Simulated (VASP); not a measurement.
# Os (Im-3m) in VASP: further runs, part 2 of 2

VASP 6.6.1.

## (4) Relaxation of cell and atoms, PBEsol

This run uses another cell than the first one, of 13.89 Å³/atom, 0.968 times its volume.

The input, INCAR:

```
ALGO     = Normal         # electronic algorithm
EDIFF    = 1E-7           # SCF threshold, eV
EDIFFG   = -0.005         # ionic threshold
ENCUT    = 600            # plane-wave cutoff, eV
GGA      = PS             # functional
IBRION   = 2              # ionic algorithm
ISIF     = 3              # what is computed and relaxed
ISMEAR   = -1             # smearing method
LASPH    = T              # aspherical terms in the spheres
LCHARG   = F              # write CHGCAR
LREAL    = F              # projectors in reciprocal space
LWAVE    = F              # write WAVECAR
NELM     = 60             # most SCF steps
NSW      = 60             # ionic steps
PREC     = Accurate       # precision mode
SIGMA    = 0.05           # smearing width, eV
```

The input, KPOINTS:

```
k-points
0
Gamma
  19 19 19
```

The input, POSCAR:

```
Os
1.0
   -1.5144528880      1.5144528880      1.5144528880
    1.5144528880     -1.5144528880      1.5144528880
    1.5144528880      1.5144528880     -1.5144528880
Os
1
Direct
    0.0000000000      0.0000000000      0.0000000000
```

Potentials or basis: VASP PAW PBE potentials, release 64 (Os).

Launch:

```sh
> cat potpaw_PBE.64/Os/POTCAR > POTCAR
> mpirun -np 1 vasp_std > vasp.out
```

OUTCAR:

```text
EDIFF = 1E-7
   EDIFFG = -0.005
   ENCUT = 600
   GGA = PS
   IBRION = 2
   ISIF = 3
   ISMEAR = -1
   LASPH = T
   LREAL = F
   NELM = 60
   NSW = 60
   PREC = Accurate

 ion  position               nearest neighbor table
   1  0.000  0.000  0.000-

  LATTYP: Found a body centered cubic cell.
 ALAT       =     3.0289057760

  Lattice vectors:

 A1 = (  -1.5144528880,   1.5144528880,   1.5144528880)
 A2 = (   1.5144528880,  -1.5144528880,   1.5144528880)
 A3 = (   1.5144528880,   1.5144528880,  -1.5144528880)

Analysis of symmetry for initial positions (statically):
=====================================================================
 Subroutine PRICEL returns:
 Original cell was already a primitive cell.

 Routine SETGRP: Setting up the symmetry group for a
 body centered cubic supercell.

 Subroutine GETGRP returns: Found 48 space group operations
 (whereof 48 operations were pure point group operations)
 out of a pool of 48 trial point group operations.

The static configuration has the point symmetry O_h .

Analysis of symmetry for dynamics (positions and initial velocities):
=====================================================================
 Subroutine PRICEL returns:
 Original cell was already a primitive cell.

 Routine SETGRP: Setting up the symmetry group for a
 body centered cubic supercell.

 Subroutine GETGRP returns: Found 48 space group operations
 (whereof 48 operations were pure point group operations)
 out of a pool of 48 trial point group operations.

The dynamic configuration has the point symmetry O_h .

 Subroutine INISYM returns: Found 48 space group operations
 (whereof 48 operations are pure point group operations),
 and found     1 'primitive' translations

----------------------------------------------------------------------------------------

                                     Primitive cell

  volume of cell :      13.8940

  direct lattice vectors                    reciprocal lattice vectors
    -1.514452888  1.514452888  1.514452888     0.000000000  0.330152231  0.330152231
     1.514452888 -1.514452888  1.514452888     0.330152231  0.000000000  0.330152231
     1.514452888  1.514452888 -1.514452888     0.330152231  0.330152231  0.000000000

  length of vectors
     2.623109348  2.623109348  2.623109348     0.466905763  0.466905763  0.466905763

  position of ions in fractional coordinates (direct lattice)
     0.000000000  0.000000000  0.000000000

  ion indices of the primitive-cell ions
   primitive index   ion index
                 1           1

----------------------------------------------------------------------------------------

 KPOINTS: k-points

Automatic generation of k-mesh.
 Grid dimensions read from file:
 generate k-points for:   19   19   19

 Generating k-lattice:

  Cartesian coordinates                     Fractional coordinates (reciprocal lattice)
     0.000000000  0.017376433  0.017376433     0.052631579  0.000000000  0.000000000
     0.017376433  0.000000000  0.017376433     0.000000000  0.052631579  0.000000000
     0.017376433  0.017376433  0.000000000     0.000000000  0.000000000  0.052631579

  Length of vectors
     0.024573988  0.024573988  0.024573988

  Shift w.r.t. Gamma in fractional coordinates (k-lattice)
     0.000000000  0.000000000  0.000000000

 Subroutine IBZKPT returns following result:
 ===========================================

 Found    220 irreducible k-points:

 Following reciprocal coordinates:
            Coordinates               Weight
  0.000000  0.000000  0.000000      1.000000
  0.052632  0.000000  0.000000     12.000000
  0.105263  0.000000  0.000000     12.000000
  0.157895  0.000000  0.000000     12.000000
  0.210526  0.000000  0.000000     12.000000
  0.263158  0.000000  0.000000     12.000000
[... 16 lines left out ...]
  0.263158  0.105263 -0.000000     48.000000
  0.315789  0.105263 -0.000000     48.000000
 [... further k-points ...]
   k-points           NKPTS =    220   k-points in BZ     NKDIM =    220   number of bands    NBANDS=      8
   number of dos      NEDOS =    301   number of ions     NIONS =      1
   total plane-waves  NPLWV =  13824
   dimension x,y,z NGX =    24 NGY =   24 NGZ =   24
   dimension x,y,z NGXF=    48 NGYF=   48 NGZF=   48
   ions per type =               1
   NGX,Y,Z   is equivalent  to a cutoff of  15.21, 15.21, 15.21 a.u.
   NGXF,Y,Z  is equivalent  to a cutoff of  30.42, 30.42, 30.42 a.u.
 SYSTEM =  unknown system
   PREC   = accura    normal or accurate (medium, high low for compatibility)
   ISTART =      0    job   : 0-new  1-cont  2-samecut
   ICHARG =      2    charge: 1-file 2-atom 10-const
   ISPIN  =      1    spin polarized calculation?
   LNONCOLLINEAR =      F non collinear calculations
   LSORBIT =      F    spin-orbit coupling
   LASPH  =      T    aspherical Exc in radial PAW
   ENCUT  =  600.0 eV  44.10 Ry    6.64 a.u.   5.24  5.24  5.24*2*pi/ulx,y,z
   NELM   =     60;   NELMIN=  2; NELMDL= -5     # of ELM steps
   EDIFF  = 0.1E-06   stopping-criterion for ELM
   LREAL  =      F    real-space projection
   EDIFFG = -.5E-02   stopping-criterion for IOM
   NSW    =     60    number of steps for IOM
   IBRION =      2    ionic relax: 0-MD 1-quasi-New 2-CG
   NFREE  =      1    steps in history (QN), initial steepest desc. (CG)
   ISIF   =      3    stress and relaxation
   ISYM   =      2    0-nonsym 1-usesym 2-fastsym
   POTIM  = 0.5000    time-step for ionic-motion
   TEBEG  =    0.0;   TEEND  =   0.0 temperature during run
   PSTRESS=    0.0 pullay stress
   NELECT =       8.0000    total number of electrons
   NUPDOWN=      -1.0000    fix difference up-down
   EMIN   =  10.00;   EMAX   =-10.00  energy-range for DOS
   EFERMI =   0.00;   METHOD = LEGACY
   ISMEAR =    -1;   SIGMA  =   0.05  broadening in eV -4-tet -1-fermi 0-gaus
   EFERMI_NEDOS =   21; number of points for ismear=-14 and -15
   IALGO  =     38    algorithm
   IMIX   =      4    mixing-type and parameters
     AMIX     =   0.40;   BMIX     =  1.00
     AMIX_MAG =   1.60;   BMIX_MAG =  1.00
  volume/ion in A,a.u.               =      13.89        93.76
  Fermi-wavevector in a.u.,A,eV,Ry     =   1.361954  2.573720 25.237696  1.854918
  Thomas-Fermi vector in A             =   2.488485
   LORBIT       =      0    0 simple, 1 ext, 2 COOP (PROOUT), +10 PAW based schemes
   GGA     = PS    functional components
   LHFCALC =     F    Hartree Fock is set to
   AEXX    =    0.0000 exact exchange contribution
   IVDW    =     0    specifies the selected vdW correction
   LEPSILON=     F    determine dielectric tensor
   LRPA    =     F    only Hartree local field effects (RPA)
 conjugate gradient relaxation of ions
 non-spin polarized calculation
  energy-cutoff  :      600.00
  volume of cell :       13.89
 maximum number of plane-waves:       478
 NGX is ok and might be reduce to    24
   NGX = 11   NGY = 11   NGZ = 11

--------------------------------------- Ionic step        1  -------------------------------------------

 number of electron       7.9999999 magnetization

 Free energy of the ion-electron system (eV)
  ---------------------------------------------------
  ext. energy  EPLUGINS =         0.00000000
  ---------------------------------------------------
  free energy    TOTEN  =       -11.29801282 eV

  energy without entropy =      -11.28634605  energy(sigma->0) =      -11.29217944

------------------------ aborting loop because EDIFF is reached ----------------------------------------

  FORCE on cell =-STRESS in cart. coord.  units (eV):
  Direction    XX          YY          ZZ          XY          YZ          ZX
  --------------------------------------------------------------------------------------
  -------------------------------------------------------------------------------------
  Total        1.2797506      1.2797506      1.2797506     -0.0000000      0.0000000     -0.0000000
  in kB      147.5735823    147.5735823    147.5735823     -0.0000000      0.0000000     -0.0000000
  external PRESSURE =     147.5735823 kB  Pullay stress =       0.0000000 kB
[... 92 lines left out ...]
--------------------------------------- Ionic step        4  -------------------------------------------

 number of electron       8.0000000 magnetization

 Free energy of the ion-electron system (eV)
  ---------------------------------------------------
  ext. energy  EPLUGINS =         0.00000000
  ---------------------------------------------------
  free energy    TOTEN  =       -11.31970957 eV

  energy without entropy =      -11.30740136  energy(sigma->0) =      -11.31355546

 E-fermi :   9.1996     XC(G=0): -13.9825

 val. band max:        9.1944373047   @ k =   0.2105   0.1579   0.1053
 cond. band min:       9.2144940079   @ k =  -0.0526   0.0526   0.0526
 fundamental gap:      0.0200567032
 Fermi energy:         9.1995867371

 k-point     1 :       0.0000    0.0000    0.0000
  band No.  band energies     occupation
      1      -1.8505      2.00000
      2       5.7884      2.00000
      3       5.7884      2.00000
      4       5.7884      2.00000
      5       9.0980      1.76809
      6       9.0980      1.76809
      7      25.4071      0.00000
      8      25.4071      0.00000
[... 243 lines left out ...]
 k-point    24 :       0.3158    0.1053   -0.0000
  band No.  band energies     occupation
      1       1.7644      2.00000
      2       4.0650      2.00000
      3       6.1213      2.00000
      4       8.7521      1.99974
      5       9.7531      0.00003
      6      11.6284      0.00000
      7      20.7981      0.00000
      8      23.2844      0.00000

 [... further k-points ...]
[... 5 lines left out ...]
  --------------------------------------------------------------------------------------
  -------------------------------------------------------------------------------------
  Total       -0.0046309     -0.0046309     -0.0046309      0.0000000      0.0000000      0.0000000
  in kB       -0.5158200     -0.5158200     -0.5158200      0.0000000      0.0000000      0.0000000
  external PRESSURE =      -0.5158200 kB  Pullay stress =       0.0000000 kB
[... 16 lines left out ...]
  FREE ENERGIE OF THE ION-ELECTRON SYSTEM (eV)
  ---------------------------------------------------
  free  energy   TOTEN  =       -11.3197095714 eV

  energy  without entropy=      -11.3074013552  energy(sigma->0) =      -11.31355546

 reached required accuracy - stopping structural energy minimisation
```

It took 43 s on 1 thread of Intel Xeon 6975P-C, shared host; peak memory 0.17 GiB.

Results:

- Free energy: -11.3197 eV
- Relaxed volume: 14.38 Å³/atom
- Relaxed cell: a = 2.654 Å, b = 2.654 Å, c = 2.654 Å, α = 109.47°, β = 109.47°, γ = 109.47°
- Space group after relaxing (to 0.05 Å): Im-3m (No. 229)
- Energy gained by relaxing: 21.7 meV/atom
- Ionic steps: 4
- Pressure after relaxing: -0.1 GPa
- Band gap on the k mesh: zero (band 4 reaches 11.44 eV, above the bottom of band 5 at 6.84 eV)

The path:
```tsv
step	energy change (eV)	largest force (eV/Å)	pressure (GPa)	volume (Å³)
1	0.0000	0.0000	14.76	13.89
2	0.3019	0.0000	-39.91	16.63
3	-0.0216	0.0000	-0.95	14.42
4	-0.0217	0.0000	-0.05	14.38
```

Final structure:
```yaml
crystal:
  lattice:
    - [-1.53205, 1.53205, 1.53205]
    - [1.53205, -1.53205, 1.53205]
    - [1.53205, 1.53205, -1.53205]
  atoms:
    - { symbol: Os, position: [0.00000, 0.00000, 0.00000] }
```

Caveat: the PAW data sets were made with another functional, which shifts forces and pressure a little; spin-orbit coupling is left out, which moves the levels of the heavy elements.
